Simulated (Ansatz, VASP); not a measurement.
# One calculation of AlFe, two programs

```
Fe Al
1.0
     2.91000    0.00000    0.00000
     0.00000    2.91000    0.00000
     0.00000    0.00000    2.91000
Fe Al
1 1
Direct
  0.50000 0.50000 0.50000
  0.00000 0.00000 0.00000
```

Alike in both runs: task single point; functional PBE; k mesh 8 × 8 × 8; occupations fermi-dirac, width 0.05 eV; collinear spin; fixed moment 6 μB.

|  | VASP | Ansatz |
| --- | --- | --- |
| version | VASP 6.6.1 | Ansatz 0.2.0 |
| potentials or method | VASP PAW PBE potentials, release 64 (Fe_sv, Al) | Ansatz PAW |
| plane-wave cutoff (eV) | 600 | 420 |
| valence electrons in the cell | 19 | 19 |

VASP gave:

| Quantity | Value |
| --- | --- |
| net moment per atom (μB) | 3.00 |
| size of the moment on the site where the two differ most (μB) | 3.89 |

Problem. Which values does Ansatz return?

Solution. net moment per atom (μB): 3.00; size of the moment on the site where the two differ most (μB): 4.23.

Site moments also hang on the region over which each program counts them. With one functional, cell and mesh, what is left measures potentials, basis and numerics.
